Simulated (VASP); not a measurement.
Crystal: RbRu2.

```
Rb Ru
1.0
     3.55088    0.00000    0.00000
    -1.77544    3.07515    0.00000
     0.00000    0.00000    7.53458
Rb Ru
1 2
Direct
  0.00000 0.00000 0.00000
  0.33333 0.66667 0.37040
  0.66667 0.33333 0.62960
```

The cell was generated, and may not be a known phase.

```yaml
Program: VASP 6.6.1
Task: relaxation of cell and atoms
Functional: PBE
Potentials_or_basis: VASP PAW PBE potentials, release 64 (Rb_sv, Ru_sv)
Cutoff: 560 eV
k_mesh: 6 × 6 × 2
Occupations: gaussian, width 0.1 eV
Spin: no spin polarisation
```

At the start: pressure -13.8 GPa; volume 27.42 Å³/atom.

Problem. How do energy, volume and symmetry change on relaxing?

Solution. Over 14 steps the energy falls by 801.9 meV/atom and the volume is 19.52 Å³/atom (-28.8 %); space group P-3m1 (No. 164, to 0.1 Å) before and after.

Step by step:
| step | energy change (eV) | largest force (eV/Å) | pressure (GPa) | volume (Å³) |
| --- | --- | --- | --- | --- |
| 1 | 0.0000 | 2.8871 | -13.84 | 82.27 |
| 2 | -1.3524 | 2.4957 | 15.19 | 57.12 |
| 3 | -1.6292 | 0.0904 | 0.51 | 62.76 |
| 4 | -1.6304 | 0.0318 | 1.20 | 62.40 |
| 5 | -1.9373 | 1.2150 | 1.01 | 61.80 |
| 6 | -2.1544 | 1.2316 | 7.17 | 58.49 |
| 7 | -2.3092 | 1.6891 | 1.87 | 60.27 |
| 8 | -2.3197 | 1.6068 | 2.57 | 59.89 |
| 9 | -2.2137 | 0.9420 | -4.63 | 61.81 |
| 10 | -2.3612 | 0.5017 | -0.46 | 60.50 |
| 11 | -2.3613 | 0.5294 | -0.39 | 60.48 |
| 12 | -2.3871 | 0.3801 | -0.67 | 60.06 |
| 13 | -2.4004 | 0.1783 | -0.86 | 59.48 |
| 14 | -2.4058 | 0.0003 | 0.04 | 58.56 |

Final structure:
```cif
data_structure
_symmetry_space_group_name_H-M 'P 1'
_symmetry_Int_Tables_number 1
_cell_length_a 2.9090
_cell_length_b 2.9090
_cell_length_c 7.9909
_cell_angle_alpha 90.000
_cell_angle_beta 90.000
_cell_angle_gamma 120.000
_cell_volume 58.56
loop_
_atom_site_label
_atom_site_type_symbol
_atom_site_fract_x
_atom_site_fract_y
_atom_site_fract_z
_atom_site_occupancy
Rb1 Rb 0.00000 0.00000 0.00000 1
Ru1 Ru 0.33333 0.66667 0.38055 1
Ru2 Ru 0.66667 0.33333 0.61945 1
```

Caveat: the k points lie up to 0.42 Å⁻¹ apart in the final cell, too coarse for converged energies and pressures of a metal; the volume moved by over 15 % at a fixed basis, so the end points are rough.
